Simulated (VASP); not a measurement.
Here is a VASP 6.6.1 calculation.

Contents of INCAR:

```
PREC = Accurate
ENCUT = 520
EDIFF = 1E-6
ISMEAR = 0
SIGMA = 0.1
LREAL = False
LASPH = True
NELM = 80
ALGO = Normal
ISIF = 2
LWAVE = False
LCHARG = True
GGA = PE
LELF = True
LVHAR = True
NBANDS = 24
```

KPOINTS

```
Automatic mesh
0
Gamma
  8 8 6
```

POSCAR

```
Ca2Al2O
1.0
    4.3783428174      0.0000000000      0.0000000000
    0.0000000000      4.3783428174      0.0000000000
    0.0000000000      0.0000000000      7.1101137223
Ca Al O
2 2 1
Direct
    0.0000000000      0.5000000000      0.5000000000
    0.5000000000      0.0000000000      0.5000000000
    0.5000000000      0.5000000000      0.1692602721
    0.5000000000      0.5000000000      0.8307397279
    0.0000000000      0.0000000000      0.0000000000
```

Potentials or basis: VASP PAW PBE potentials, release 64 (Ca_sv, Al, O).

Command:

```bash
$ cat potpaw_PBE.64/Ca_sv/POTCAR potpaw_PBE.64/Al/POTCAR potpaw_PBE.64/O/POTCAR > POTCAR
$ mpirun -np 1 vasp_std > vasp.out
```

(1) What does it give for the pressure?

(2) What does it give for the band gap on the k mesh?

(3) What does it give for the largest force?

Answers

(1) 0.0 GPa.

(2) zero (bands 16 and 17 overlap by 0.65 eV).

(3) 0.016 eV/Å.
